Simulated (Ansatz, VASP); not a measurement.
TePb: VASP beside Ansatz

INCAR

```
ALGO = Normal
EDIFF = 1E-6
ENCUT = 520
GGA = PE
ISIF = 2
ISMEAR = -1
LASPH = True
LCHARG = True
LELF = True
LREAL = False
LVHAR = True
LWAVE = False
NBANDS = 17
NELM = 80
PREC = Accurate
SIGMA = 0.05
```

Contents of KPOINTS:

```
k-points
0
Gamma
  5 5 5
```

The input POSCAR:

```
TePb
1.0
    0.0000000000      3.2310000000      3.2310000000
    3.2310000000      0.0000000000      3.2310000000
    3.2310000000      3.2310000000      0.0000000000
Pb Te
1 1
Direct
    0.0000000000      0.0000000000      0.0000000000
    0.5000000000      0.5000000000      0.5000000000
```

The input input.yaml:

```yaml
crystal:
  lattice:
    - [0.0, 3.231, 3.231]
    - [3.231, 0.0, 3.231]
    - [3.231, 3.231, 0.0]
  atoms:
    - { symbol: Pb, position: [0.0, 0.0, 0.0] }
    - { symbol: Te, position: [0.5, 0.5, 0.5] }
kpoints:
  mp_grid: { grid: [5, 5, 5] }
  band_path:
    path:
      - [0.0, 0.0, 0.0]
      - [0.5, 0.0, 0.5]
      - [0.5, 0.25, 0.75]
      - [0.375, 0.375, 0.75]
      - [0.0, 0.0, 0.0]
      - [0.5, 0.5, 0.5]
      - [0.625, 0.25, 0.625]
      - [0.5, 0.25, 0.75]
    npoints: 12
scf:
  occupations: { method: fermi_dirac, width: 0.05 }
hamiltonian:
  xc: pbe
  pseudopotentials: { kind: all_electron, lapw: { basis_error: 0.001 } }
output:
  forces: true
  stress: true
  eigenvalues: true
```

Alike in both runs: functional PBE; k mesh 5 × 5 × 5; occupations fermi-dirac, width 0.05 eV; no spin polarisation.

|  | VASP | Ansatz |
| --- | --- | --- |
| version | VASP 6.6.1 | Ansatz 0.2.0 |
| potentials or method | VASP PAW PBE potentials, release 64 (Pb_d, Te), cutoff 520 eV | all-electron LAPW, scalar-relativistic |
| task | single point | band structure |

```csv
,VASP,Ansatz,Ansatz less VASP
pressure (GPa),2.1,2.1,+0.07
```

Ansatz ran all-electron here, and VASP with PAW potentials.

Neither program's run includes spin-orbit coupling.
